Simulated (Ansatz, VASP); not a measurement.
**Two plane-wave programs on Sn2F**

```xyz
3
Lattice="0.0000 3.3101 3.3101 3.3101 0.0000 3.3101 3.3101 3.3101 0.0000" Properties=species:S:1:pos:R:3 pbc="T T T"
Sn    1.6551    1.6551    1.6551
Sn    4.9652    4.9652    4.9652
F     3.3101    3.3101    3.3101
```

Alike in both runs: task relaxation of cell and atoms; functional PBE; k mesh 4 × 4 × 4; occupations gaussian, width 0.1 eV; no spin polarisation.

|  | VASP | Ansatz |
| --- | --- | --- |
| version | VASP 6.6.1 | Ansatz 0.2.0 |
| potentials or method | VASP PAW PBE potentials, release 64 (Sn_d, F), cutoff 600 eV | scalar-relativistic, plane waves, PAW |
| valence electrons in the cell | 35 | 35 |

|  | VASP | Ansatz | Ansatz less VASP |
| --- | --- | --- | --- |
| gap on the k mesh at the Fermi level, each at its own relaxed structure (eV) | none | none | - |
| relaxed volume (Å³/atom) | 23.38 | 23.46 | +0.085 |
| relaxed cell length with the largest relative difference (Å) | 4.629 | 4.635 | +0.0056 |

A gap of «none» marks a metal or a gap that the smearing closes.

The k mesh is coarse, so the values compare programs but aren't converged.
